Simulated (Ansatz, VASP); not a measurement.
**One calculation of In, two programs**

```xyz
1
Lattice="0.0000 2.3286 2.3286 2.3286 0.0000 2.3286 2.3286 2.3286 0.0000" Properties=species:S:1:pos:R:3 pbc="T T T"
In    0.0000    0.0000    0.0000
```

Alike in both runs: task single point; functional PBE; k mesh 19 × 19 × 19; occupations fermi-dirac, width 0.1 eV; no spin polarisation.

```csv
,VASP,Ansatz
version,VASP 6.6.1,Ansatz 0.2.0
potentials or method,"VASP PAW PBE potentials, release 64 (In_d), cutoff 520 eV","plane waves (420 eV) with PAW, scalar-relativistic"
valence electrons in the cell,13,13
```

VASP gave:

```
pressure (GPa) : 3.7
```

Task: Estimate Ansatz's values.

Result: Pressure (GPa): 3.8.

With one functional, cell and mesh, what is left measures potentials, basis and numerics.
